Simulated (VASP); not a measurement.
# Al6H in VASP: notebook

Runs on Al6H. Level: PBE+D3(BJ). Tasks: single point.

Program: VASP 6.6.1. These are calculated values, not measurements. Logs are shortened: lines on timing, memory, paths and dates and some standing lists are left out, and cuts for length are marked.

### Step 1. The cell of the first run

The cell holds a slab with vacuum, 14 atoms: a = 5.632 Å, b = 5.632 Å, c = 22.599 Å, α = 90.00°, β = 90.00°, γ = 120.00°.

### Step 2. Single point, PBE+D3(BJ)

Contents of INCAR:

```
SYSTEM = Al6H
  ALGO = Normal
  DIPOL = 0.5 0.5 0.491
  EDIFF = 1E-7
  ENCUT = 520
  GGA = PE
  IDIPOL = 3
  ISIF = 2
  ISMEAR = 0
  IVDW = 12
  LASPH = .True.
  LCHARG = .True.
  LDIPOL = .True.
  LELF = .True.
  LREAL = .False.
  LVACPOTAV = .True.
  LVHAR = .True.
  LWAVE = .False.
  NBANDS = 32
  NELM = 80
  PREC = Accurate
  SIGMA = 0.1
```

Contents of KPOINTS:

```
k-points
0
Gamma
  4 4 1
  0 0 0
```

Contents of POSCAR:

```
Al6H
1.0
    5.6324246428      0.0000000000      0.0000000000
   -2.8162123214      4.8778228256      0.0000000000
    0.0000000000      0.0000000000     22.5988554632
Al H
12 2
Direct
    0.3333333333      0.1666666667      0.3540002286
    0.3333333333      0.6666666667      0.3540002286
    0.8333333333      0.1666666667      0.3540002286
    0.8333333333      0.6666666667      0.3540002286
    0.6666131086      0.3330592853      0.4556412550
    0.6664905550      0.8329863838      0.4555432798
    0.1666729654      0.3331453049      0.4555500509
    0.1666812412      0.8329810118      0.4555369734
   -0.0001277495      0.4993401895      0.5573009897
   -0.0002305378     -0.0010170835      0.5567253958
    0.4998409930      0.4993590091      0.5573047442
    0.4998572297     -0.0006192896      0.5573162536
    0.0132135692      0.0450407032      0.7173037282
    0.0285640976      0.1080425769      0.6871618174
```

Potentials or basis: VASP PAW PBE potentials, release 64 (Al, H).

Run with:

```sh
cat potpaw_PBE.64/Al/POTCAR potpaw_PBE.64/H/POTCAR > POTCAR
mpirun -np 1 vasp_std > vasp.out
```

OUTCAR:

```text
SYSTEM = Al6H
   EDIFF = 1E-7
   ENCUT = 520
   GGA = PE
   ISIF = 2
   ISMEAR = 0
   IVDW = 12
   LASPH = .True.
   LREAL = .False.
   NELM = 80
   PREC = Accurate
 IVDW          = 12

 ion  position               nearest neighbor table
   1  0.333  0.167  0.354-   7 2.81   8 2.81   5 2.81   3 2.82   3 2.82   2 2.82   2 2.82   4 2.82
                             4 2.82
   2  0.333  0.667  0.354-   8 2.81   6 2.81   7 2.81   4 2.82   4 2.82   3 2.82   1 2.82   1 2.82
                             3 2.82
   3  0.833  0.167  0.354-   7 2.81   6 2.81   5 2.81   1 2.82   1 2.82   2 2.82   4 2.82   4 2.82
                             2 2.82
   4  0.833  0.667  0.354-   6 2.81   8 2.81   5 2.81   2 2.82   2 2.82   1 2.82   3 2.82   3 2.82
                             1 2.82
   5  0.667  0.333  0.456-   3 2.81  11 2.81   1 2.81   9 2.81   4 2.81  12 2.82   7 2.82   6 2.82
                             8 2.82   8 2.82   6 2.82   7 2.82
   6  0.666  0.833  0.456-  10 2.81   2 2.81   4 2.81   3 2.81   8 2.82   7 2.82  12 2.82   5 2.82
                             5 2.82   7 2.82  11 2.82   8 2.82
   7  0.167  0.333  0.456-  10 2.81   1 2.81   3 2.81   2 2.81   6 2.82   8 2.82   9 2.82  11 2.82
                             5 2.82   5 2.82   8 2.82   6 2.82
   8  0.167  0.833  0.456-  10 2.80   2 2.81   4 2.81   1 2.81   6 2.82   7 2.82   5 2.82   5 2.82
                            12 2.82   7 2.82   6 2.82   9 2.82
   9  1.000  0.499  0.557-   5 2.81  10 2.81   7 2.82  11 2.82  12 2.82  12 2.82  11 2.82   8 2.82
                            10 2.82
  10  1.000  0.999  0.557-   8 2.80   6 2.81   7 2.81   9 2.81  11 2.81  12 2.82  12 2.82  11 2.82
                             9 2.82
  11  0.500  0.499  0.557-   5 2.81  10 2.81   7 2.82   9 2.82  12 2.82  12 2.82   9 2.82   6 2.82
                            10 2.82
  12  0.500  0.999  0.557-  10 2.82   6 2.82   5 2.82  11 2.82   9 2.82   9 2.82  11 2.82   8 2.82
                            10 2.82
  13  0.013  0.045  0.717-  14 0.75
  14  0.029  0.108  0.687-  13 0.75

  LATTYP: Found a hexagonal cell.
 ALAT       =     5.6324246428
 C/A-ratio  =     4.0122783519

  Lattice vectors:

 A1 = (   5.6324246428,   0.0000000000,   0.0000000000)
 A2 = (  -2.8162123214,   4.8778228256,   0.0000000000)
 A3 = (   0.0000000000,   0.0000000000,  22.5988554632)

Analysis of symmetry for initial positions (statically):
=====================================================================
 Subroutine PRICEL returns:
 Original cell was already a primitive cell.

 Routine SETGRP: Setting up the symmetry group for a
 hexagonal supercell.

 Subroutine GETGRP returns: Found  1 space group operations
 (whereof  1 operations were pure point group operations)
 out of a pool of 24 trial point group operations.

The static configuration has the point symmetry C_1 .

Analysis of symmetry for dynamics (positions and initial velocities):
=====================================================================
 Subroutine PRICEL returns:
 Original cell was already a primitive cell.

 Routine SETGRP: Setting up the symmetry group for a
 hexagonal supercell.

 Subroutine GETGRP returns: Found  1 space group operations
 (whereof  1 operations were pure point group operations)
 out of a pool of 24 trial point group operations.

The dynamic configuration has the point symmetry C_1 .

 Subroutine INISYM returns: Found  1 space group operations
 (whereof  1 operations are pure point group operations),
 and found     1 'primitive' translations

----------------------------------------------------------------------------------------

                                     Primitive cell

  volume of cell :     620.8803

  direct lattice vectors                    reciprocal lattice vectors
     5.632424643  0.000000000  0.000000000     0.177543432  0.102504748  0.000000000
    -2.816212321  4.877822826  0.000000000     0.000000000  0.205009496  0.000000000
     0.000000000  0.000000000 22.598855463     0.000000000  0.000000000  0.044250029

  length of vectors
     5.632424643  5.632424643 22.598855463     0.205009496  0.205009496  0.044250029

  position of ions in fractional coordinates (direct lattice)
     0.333333333  0.166666667  0.354000229
     0.333333333  0.666666667  0.354000229
     0.833333333  0.166666667  0.354000229
     0.833333333  0.666666667  0.354000229
     0.666613109  0.333059285  0.455641255
     0.666490555  0.832986384  0.455543280
     0.166672965  0.333145305  0.455550051
     0.166681241  0.832981012  0.455536973
[... 52 lines left out ...]
  0.000000  0.000000  0.000000      1.000000
  0.250000  0.000000  0.000000      2.000000
  0.000000  0.250000  0.000000      2.000000
 -0.250000  0.250000  0.000000      2.000000
  0.500000  0.000000  0.000000      1.000000
  0.000000  0.500000  0.000000      1.000000
  0.500000  0.500000  0.000000      1.000000
  0.250000  0.250000  0.000000      2.000000
 -0.250000  0.500000  0.000000      2.000000
  0.500000  0.250000  0.000000      2.000000
   k-points           NKPTS =     10   k-points in BZ     NKDIM =     10   number of bands    NBANDS=     32
   number of dos      NEDOS =    301   number of ions     NIONS =     14
   total plane-waves  NPLWV = 296352
   dimension x,y,z NGX =    42 NGY =   42 NGZ =  168
   dimension x,y,z NGXF=    84 NGYF=   84 NGZF=  336
   ions per type =              12   2
   NGX,Y,Z   is equivalent  to a cutoff of  12.40, 12.40, 12.36 a.u.
   NGXF,Y,Z  is equivalent  to a cutoff of  24.79, 24.79, 24.72 a.u.
 SYSTEM =  Al6H
   PREC   = accura    normal or accurate (medium, high low for compatibility)
   ISTART =      0    job   : 0-new  1-cont  2-samecut
   ICHARG =      2    charge: 1-file 2-atom 10-const
   ISPIN  =      1    spin polarized calculation?
   LNONCOLLINEAR =      F non collinear calculations
   LSORBIT =      F    spin-orbit coupling
   LASPH  =      T    aspherical Exc in radial PAW
   ENCUT  =  520.0 eV  38.22 Ry    6.18 a.u.  10.47 10.47 42.02*2*pi/ulx,y,z
   NELM   =     80;   NELMIN=  2; NELMDL= -5     # of ELM steps
   EDIFF  = 0.1E-06   stopping-criterion for ELM
   LREAL  =      F    real-space projection
   EDIFFG = 0.1E-05   stopping-criterion for IOM
   NSW    =      0    number of steps for IOM
   IBRION =     -1    ionic relax: 0-MD 1-quasi-New 2-CG
   NFREE  =      0    steps in history (QN), initial steepest desc. (CG)
   ISIF   =      2    stress and relaxation
   ISYM   =      2    0-nonsym 1-usesym 2-fastsym
   POTIM  = 0.5000    time-step for ionic-motion
   TEBEG  =    0.0;   TEEND  =   0.0 temperature during run
   PSTRESS=    0.0 pullay stress
   NELECT =      38.0000    total number of electrons
   NUPDOWN=      -1.0000    fix difference up-down
   EMIN   =  10.00;   EMAX   =-10.00  energy-range for DOS
   EFERMI =   0.00;   METHOD = LEGACY
   ISMEAR =     0;   SIGMA  =   0.10  broadening in eV -4-tet -1-fermi 0-gaus
   EFERMI_NEDOS =   21; number of points for ismear=-14 and -15
   IALGO  =     38    algorithm
   IMIX   =      4    mixing-type and parameters
     AMIX     =   0.40;   BMIX     =  1.00
     AMIX_MAG =   1.60;   BMIX_MAG =  1.00
  volume/ion in A,a.u.               =      44.35       299.28
  Fermi-wavevector in a.u.,A,eV,Ry     =   0.645159  1.219174  5.663154  0.416230
  Thomas-Fermi vector in A             =   1.712724
   LORBIT       =      0    0 simple, 1 ext, 2 COOP (PROOUT), +10 PAW based schemes
   GGA     = PE    functional components
   LHFCALC =     F    Hartree Fock is set to
   AEXX    =    0.0000 exact exchange contribution
   IVDW    =    12    specifies the selected vdW correction
   LEPSILON=     F    determine dielectric tensor
   LRPA    =     F    only Hartree local field effects (RPA)
 non-spin polarized calculation
 Gauss-broadening in eV      SIGMA  =   0.10
  energy-cutoff  :      520.00
  volume of cell :      620.88
 maximum number of plane-waves:     16837
 NGX is ok and might be reduce to    42
   NGX = 21   NGY = 21   NGZ = 85

 dipolmoment           0.000000      0.000000      0.000018 electrons x Angstroem

 number of electron      37.9999999 magnetization

 dipolmoment           0.000000      0.000000     -0.002801 electrons x Angstroem

 Free energy of the ion-electron system (eV)
  ---------------------------------------------------
  ext. energy  EPLUGINS =         0.00000000
  ---------------------------------------------------
  free energy    TOTEN  =       -49.13948633 eV

  energy without entropy =      -49.11839363  energy(sigma->0) =      -49.12893998

 E-fermi :   0.0068     XC(G=0):  -4.2053

 val. band max:       -0.1582569722   @ k =   0.0000   0.5000   0.0000
 cond. band min:       0.0346142020   @ k =   0.0000   0.2500   0.0000
 fundamental gap:      0.1928711743
 Fermi energy:         0.0067808950

 k-point     1 :       0.0000    0.0000    0.0000
  band No.  band energies     occupation
      1     -10.8121      2.00000
      2      -9.1294      2.00000
      3      -6.6723      2.00000
      4      -6.2610      2.00000
      5      -4.7929      2.00000
      6      -4.7883      2.00000
[... 329 lines left out ...]
     30       3.6909      0.00000
     31       3.7477      0.00000
 [bands above 31 left out]

------------------------ aborting loop because EDIFF is reached ----------------------------------------

 Edisp (eV)   -2.90516

 E8    (eV) :    -1.3480

  FORCE on cell =-STRESS in cart. coord.  units (eV):
  Direction    XX          YY          ZZ          XY          YZ          ZX
  --------------------------------------------------------------------------------------
  -------------------------------------------------------------------------------------
  Total      -2.16499    -2.16441    -0.15403    -0.00200     0.03620    -0.01187
  in kB      -5.58673    -5.58525    -0.39747    -0.00516     0.09343    -0.03064
  external pressure =       -3.86 kB  Pullay stress =        0.00 kB

 VOLUME and BASIS-vectors are now :
 -----------------------------------------------------------------------------
  energy-cutoff  :      520.00
  volume of cell :      620.88
      direct lattice vectors                 reciprocal lattice vectors
     5.632424643  0.000000000  0.000000000     0.177543432  0.102504748  0.000000000
    -2.816212321  4.877822826  0.000000000     0.000000000  0.205009496  0.000000000
     0.000000000  0.000000000 22.598855463     0.000000000  0.000000000  0.044250029

 POSITION                                       TOTAL-FORCE (eV/Angst)
 -----------------------------------------------------------------------------------
      1.40811      0.81297      8.00000        -0.001069     -0.001926      0.005389
     -0.00000      3.25188      8.00000         0.000597     -0.000777      0.005557
      4.22432      0.81297      8.00000         0.001648     -0.002282      0.005607
      2.81621      3.25188      8.00000         0.000172      0.000950      0.006421
      2.81668      1.62460     10.29697         0.000024     -0.000873      0.001252
      1.40809      4.06316     10.29476         0.000606      0.000847      0.000526
      0.00057      1.62502     10.29491         0.000075     -0.002266      0.000919
     -1.40703      4.06313     10.29461        -0.000288      0.000827      0.000483
      4.22546      2.43569     12.59436         0.000334     -0.002061     -0.007398
      2.81778      4.87286     12.58136        -0.000985      0.002753     -0.005454
      1.40902      2.43578     12.59445        -0.000637     -0.001450     -0.007063
      0.00094      4.87480     12.59471         0.000880      0.001847     -0.007602
     -0.05242      0.21970     16.21024         0.000973     -0.002319      0.022218
     -0.14339      0.52701     15.52907        -0.002332      0.006732     -0.020854
 -----------------------------------------------------------------------------------
    total drift:                                0.000109      0.000000     -0.000107

  FREE ENERGIE OF THE ION-ELECTRON SYSTEM (eV)
  ---------------------------------------------------
  free  energy   TOTEN  =       -52.0446449714 eV

  energy  without entropy=      -52.0235522704  energy(sigma->0) =      -52.03409862

 vacuum level on the upper side and lower side of the slab         3.848         3.867
```

Run time: 11 min. Hardware: 1 thread of Intel Xeon Platinum 8259CL at 2.50GHz (Skylake/Cascade Lake), shared host; peak memory 0.66 GiB.

Results:

* Free energy: -52.0446 eV
* Largest force: 0.022 eV/Å
* Band gap on the k mesh: zero (bands 19 and 20 overlap by 0.70 eV)
* Dispersion energy per atom: -0.208 eV

Forces in eV/Å, atoms in the order of the input:
```
Al  -0.001 -0.002  0.005
Al   0.001 -0.001  0.006
Al   0.002 -0.002  0.006
Al   0.000  0.001  0.006
Al   0.000 -0.001  0.001
Al   0.001  0.001  0.001
Al   0.000 -0.002  0.001
Al   0.000  0.001  0.000
Al   0.000 -0.002 -0.007
Al  -0.001  0.003 -0.005
Al  -0.001 -0.001 -0.007
Al   0.001  0.002 -0.008
H    0.001 -0.002  0.022
H   -0.002  0.007 -0.021
```

Levels at points of the mesh, in eV from the Fermi level:
```tsv
k point	band 16	band 17	band 18	band 19	band 20	band 21	band 22	band 23
(0.00, 0.00, 0.00)	-2.82	-2.82	-0.44	-0.44	-0.44	-0.20	-0.20	-0.19
(0.50, 0.00, 0.00)	-0.49	-0.49	-0.17	-0.17	0.94	0.94	1.22	1.23
(0.00, 0.50, 0.00)	-0.49	-0.48	-0.17	-0.17	0.94	0.94	1.22	1.23
(0.50, 0.50, 0.00)	-0.49	-0.49	-0.17	-0.17	0.93	0.94	1.22	1.23
```

(Continued in part 2 of 2.)
